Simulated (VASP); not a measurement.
# Tl (P6_3/mmc) in VASP: further runs

Tl is run at these levels: BLYP; tasks: single point.

Program: VASP 6.6.1. These are calculated values, not measurements. Logs are shortened: lines on timing, memory, paths and dates and some standing lists are left out, and cuts for length are marked.

## 1. The cell of the first run

Symmetry: P6_3/mmc, No. 194, hexagonal system. The conventional cell has a = 3.724 Å, b = 3.724 Å, c = 11.782 Å, α = 90.00°, β = 90.00°, γ = 120.00°. Within 4.8 Å of Tl (site symmetry -3m) lie 12 Tl at 3.65 to 3.72 Å. Tl (site symmetry -6m2) has 12 Tl at 3.65 to 3.72 Å within 4.8 Å.

## 2. Single point, BLYP

File INCAR:

```
  PREC = Accurate
  ENCUT = 520
  EDIFF = 1E-6
  ISMEAR = -1
  SIGMA = 0.1
  LREAL = F
  LASPH = T
  NELM = 80
  ALGO = Normal
  ISIF = 2
  LWAVE = F
  LCHARG = F
  GGA = B5
  ALDAX = 1.0
  AGGAX = 1.0
  AGGAC = 1.0
  ALDAC = 0.0
  NBANDS = 34
```

File KPOINTS:

```
regular mesh
0
Gamma
  11 11 3
```

File POSCAR:

```
Tl
1.0
    3.7235149599      0.0000000000      0.0000000000
   -1.8617574800      3.2246585467      0.0000000000
    0.0000000000      0.0000000000     11.7824829259
Tl
4
Direct
    0.0000000000      0.0000000000      0.0000000000
    0.0000000000      0.0000000000      0.5000000000
    0.3333333333      0.6666666667      0.2500000000
    0.6666666667      0.3333333333      0.7500000000
```

Potentials or basis: VASP PAW PBE potentials, release 64 (Tl_d).

Run with:

```bash
$ cat potpaw_PBE.64/Tl_d/POTCAR > POTCAR
$ mpirun -np 1 vasp_std > vasp.out
```

OUTCAR:

```text
PREC = Accurate
   ENCUT = 520
   EDIFF = 1E-6
   ISMEAR = -1
   LREAL = F
   LASPH = T
   NELM = 80
   ISIF = 2
   GGA = B5

 ion  position               nearest neighbor table
   1  0.000  0.000  0.000-   3 3.65   4 3.65   4 3.65   3 3.65   4 3.65   3 3.65
   2  0.000  0.000  0.500-   3 3.65   4 3.65   4 3.65   3 3.65   4 3.65   3 3.65
   3  0.333  0.667  0.250-   1 3.65   2 3.65   1 3.65   2 3.65   1 3.65   2 3.65
   4  0.667  0.333  0.750-   1 3.65   2 3.65   1 3.65   2 3.65   1 3.65   2 3.65

  LATTYP: Found a hexagonal cell.
 ALAT       =     3.7235149599
 C/A-ratio  =     3.1643441890

  Lattice vectors:

 A1 = (   3.7235149599,   0.0000000000,   0.0000000000)
 A2 = (  -1.8617574800,   3.2246585467,   0.0000000000)
 A3 = (   0.0000000000,   0.0000000000,  11.7824829259)

Analysis of symmetry for initial positions (statically):
=====================================================================
 Subroutine PRICEL returns:
 Original cell was already a primitive cell.

 Routine SETGRP: Setting up the symmetry group for a
 hexagonal supercell.

 Subroutine GETGRP returns: Found 24 space group operations
 (whereof 12 operations were pure point group operations)
 out of a pool of 24 trial point group operations.

The static configuration has the point symmetry D_3d.
 The point group associated with its full space group is D_6h.

Analysis of symmetry for dynamics (positions and initial velocities):
=====================================================================
 Subroutine PRICEL returns:
 Original cell was already a primitive cell.

 Routine SETGRP: Setting up the symmetry group for a
 hexagonal supercell.

 Subroutine GETGRP returns: Found 24 space group operations
 (whereof 12 operations were pure point group operations)
 out of a pool of 24 trial point group operations.

The dynamic configuration has the point symmetry D_3d.
 The point group associated with its full space group is D_6h.

 Subroutine INISYM returns: Found 24 space group operations
 (whereof 12 operations are pure point group operations),
 and found     1 'primitive' translations

----------------------------------------------------------------------------------------

                                     Primitive cell

  volume of cell :     141.4730

  direct lattice vectors                    reciprocal lattice vectors
[... 83 lines left out ...]
   ISTART =      0    job   : 0-new  1-cont  2-samecut
   ICHARG =      2    charge: 1-file 2-atom 10-const
   ISPIN  =      1    spin polarized calculation?
   LNONCOLLINEAR =      F non collinear calculations
   LSORBIT =      F    spin-orbit coupling
   LASPH  =      T    aspherical Exc in radial PAW
   ENCUT  =  520.0 eV  38.22 Ry    6.18 a.u.   6.92  6.92 21.91*2*pi/ulx,y,z
   NELM   =     80;   NELMIN=  2; NELMDL= -5     # of ELM steps
   EDIFF  = 0.1E-05   stopping-criterion for ELM
   LREAL  =      F    real-space projection
   EDIFFG = 0.1E-04   stopping-criterion for IOM
   NSW    =      0    number of steps for IOM
   IBRION =     -1    ionic relax: 0-MD 1-quasi-New 2-CG
   NFREE  =      0    steps in history (QN), initial steepest desc. (CG)
   ISIF   =      2    stress and relaxation
   ISYM   =      2    0-nonsym 1-usesym 2-fastsym
   POTIM  = 0.5000    time-step for ionic-motion
   TEBEG  =    0.0;   TEEND  =   0.0 temperature during run
   PSTRESS=    0.0 pullay stress
   NELECT =      52.0000    total number of electrons
   NUPDOWN=      -1.0000    fix difference up-down
   EMIN   =  10.00;   EMAX   =-10.00  energy-range for DOS
   EFERMI =   0.00;   METHOD = LEGACY
   ISMEAR =    -1;   SIGMA  =   0.10  broadening in eV -4-tet -1-fermi 0-gaus
   EFERMI_NEDOS =   21; number of points for ismear=-14 and -15
   IALGO  =     38    algorithm
   IMIX   =      4    mixing-type and parameters
     AMIX     =   0.40;   BMIX     =  1.00
     AMIX_MAG =   1.60;   BMIX_MAG =  1.00
  volume/ion in A,a.u.               =      35.37       238.68
  Fermi-wavevector in a.u.,A,eV,Ry     =   1.172694  2.216070 18.710887  1.375211
  Thomas-Fermi vector in A             =   2.309119
   LORBIT       =      0    0 simple, 1 ext, 2 COOP (PROOUT), +10 PAW based schemes
   GGA     = B5    functional components
   LHFCALC =     F    Hartree Fock is set to
   AEXX    =    0.0000 exact exchange contribution
   IVDW    =     0    specifies the selected vdW correction
   LEPSILON=     F    determine dielectric tensor
   LRPA    =     F    only Hartree local field effects (RPA)
 non-spin polarized calculation
  energy-cutoff  :      520.00
  volume of cell :      141.47
 maximum number of plane-waves:      3830
 NGX is ok and might be reduce to    28
   NGX = 13   NGY = 13   NGZ = 43

 number of electron      51.9999995 magnetization

 Free energy of the ion-electron system (eV)
  ---------------------------------------------------
  ext. energy  EPLUGINS =         0.00000000
  ---------------------------------------------------
  free energy    TOTEN  =        -6.83504984 eV

  energy without entropy =       -6.74252581  energy(sigma->0) =       -6.78878782

 E-fermi :   5.0728     XC(G=0):  -8.6319

 val. band max:        5.0594941792   @ k =   0.2727   0.2727   0.0000
 cond. band min:       5.0900912266   @ k =   0.3636   0.1818   0.0000
 fundamental gap:      0.0305970474
 Fermi energy:         5.0727805494

 k-point     1 :       0.0000    0.0000    0.0000
  band No.  band energies     occupation
      1      -6.4705      2.00000
      2      -6.4138      2.00000
      3      -6.4116      2.00000
      4      -6.4116      2.00000
      5      -6.4087      2.00000
      6      -6.3992      2.00000
[... 877 lines left out ...]
     33      10.5074      0.00000
     34      11.2095      0.00000

 [... further k-points ...]
[... 5 lines left out ...]
  --------------------------------------------------------------------------------------
  -------------------------------------------------------------------------------------
  Total        0.0318011      0.0318011     -0.0026348     -0.0000000      0.0000000      0.0000000
  in kB        0.3601461      0.3601461     -0.0298393     -0.0000000      0.0000000      0.0000000
  external PRESSURE =       0.2301510 kB  Pullay stress =       0.0000000 kB

 VOLUME and BASIS-vectors are now :
 -----------------------------------------------------------------------------
  energy-cutoff  :      520.00
  volume of cell :      141.47
      direct lattice vectors                 reciprocal lattice vectors
     3.723514960  0.000000000  0.000000000     0.268563444  0.155055176  0.000000000
    -1.861757480  3.224658547  0.000000000     0.000000000  0.310110353  0.000000000
     0.000000000  0.000000000 11.782482926     0.000000000  0.000000000  0.084871755

 POSITION                                       TOTAL-FORCE (eV/Angst)
 -----------------------------------------------------------------------------------
      0.00000      0.00000      0.00000        -0.000000      0.000000      0.000000
      0.00000      0.00000      5.89124        -0.000000      0.000000      0.000000
     -0.00000      2.14977      2.94562        -0.000000      0.000000      0.000000
      1.86176      1.07489      8.83686         0.000000      0.000000     -0.000000
 -----------------------------------------------------------------------------------
    total drift:                                0.000000     -0.000000      0.000000

  FREE ENERGIE OF THE ION-ELECTRON SYSTEM (eV)
  ---------------------------------------------------
  free  energy   TOTEN  =        -6.8350498364 eV

  energy  without entropy=       -6.7425258066  energy(sigma->0) =       -6.78878782
```

It took 2.2 min on 1 thread of Oxide Virtual Turin-like, shared host; peak memory 0.27 GiB.

What came out:

* Free energy: -6.8350 eV
* Pressure: 0.0 GPa
* Band gap on the k mesh: zero (band 26 reaches 7.84 eV, above the bottom of band 27 at 4.36 eV)

Levels at points of the mesh, in eV from the Fermi level:
| k point | band 21 | band 22 | band 23 | band 24 | band 25 | band 26 | band 27 | band 28 | band 29 | band 30 |
| --- | --- | --- | --- | --- | --- | --- | --- | --- | --- | --- |
| (0.00, 0.00, 0.00) | -8.85 | -7.70 | -7.70 | -5.28 | -2.00 | 2.74 | 2.75 | 6.34 | 6.34 | 7.11 |

Caveat: the PAW data sets were made with another functional, which shifts forces and pressure a little; spin-orbit coupling is left out, which moves the levels of the heavy elements.

(Continued in part 2 of 2.)
